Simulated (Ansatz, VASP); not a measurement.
## One calculation of Ca2Si, two programs

INCAR

```
SYSTEM = Ca2Si
PREC = Accurate
ENCUT = 520
EDIFF = 1E-7
ISMEAR = 0
SIGMA = 0.05
LREAL = .False.
LASPH = .True.
NELM = 60
ALGO = Normal
ISIF = 2
LWAVE = .False.
LCHARG = .True.
GGA = CA
LELF = .True.
LVHAR = .True.
NBANDS = 19
```

The input KPOINTS:

```
regular mesh
0
Gamma
  8 8 8
  0 0 0
```

Contents of POSCAR:

```
Ca2Si
1.0
    0.0000000000      3.5017259204      3.5017259204
    3.5017259204      0.0000000000      3.5017259204
    3.5017259204      3.5017259204      0.0000000000
Ca Si
2 1
Direct
    0.7344790822      0.7344790822      0.7655209178
    0.2655209178      0.2655209178      0.2344790822
    0.0000000000      0.0000000000      0.0000000000
```

Input for Ansatz:

```yaml
crystal:
  lattice:
    - [0.0, 3.5017259204, 3.5017259204]
    - [3.5017259204, 0.0, 3.5017259204]
    - [3.5017259204, 3.5017259204, 0.0]
  atoms:
    - { symbol: Ca, position: [0.7344790822, 0.7344790822, 0.7655209178] }
    - { symbol: Ca, position: [0.2655209178, 0.2655209178, 0.2344790822] }
    - { symbol: Si, position: [0.0, 0.0, 0.0] }
basis:
  ecutwfc: 420
kpoints:
  mp_grid: { grid: [8, 8, 8] }
hamiltonian:
  xc: lda
  pseudopotentials: { kind: paw }
scf:
  occupations: { method: gaussian, width: 0.05 }
output:
  forces: true
  stress: true
  eigenvalues: true
```

Change from the starting cell: mode 6 frozen in at -0.109 Å, strain +e along z and -e/2 along x and y +0.0000.

Alike in both runs: task single point; functional LDA; k mesh 8 × 8 × 8; occupations gaussian, width 0.05 eV; no spin polarisation.

|  | VASP | Ansatz |
| --- | --- | --- |
| version | VASP 6.6.1 | Ansatz 0.2.0 |
| potentials or method | VASP PAW LDA potentials, release 64 (Ca_sv, Si), cutoff 520 eV | scalar-relativistic, plane waves, PAW |
| valence electrons in the cell | 24 | 24 |

```tsv
	VASP	Ansatz	Ansatz less VASP
gap on the k mesh at the Fermi level (eV)	0.32	0.33	+0.006
least direct gap on the mesh (eV)	0.33	0.33	+0.006
pressure (GPa)	0.3	0.2	-0.11
traceless stress, the component that is largest in VASP (GPa)	-0.91	-0.88	+0.029
rms of the force components (eV/Å)	0.294	0.293	-0.0018
```

LDA's correlation is that of Perdew and Zunger in VASP and of Perdew and Wang (1992) in Ansatz. Atom by atom the forces differ by 0.002 eV/Å (rms over components).
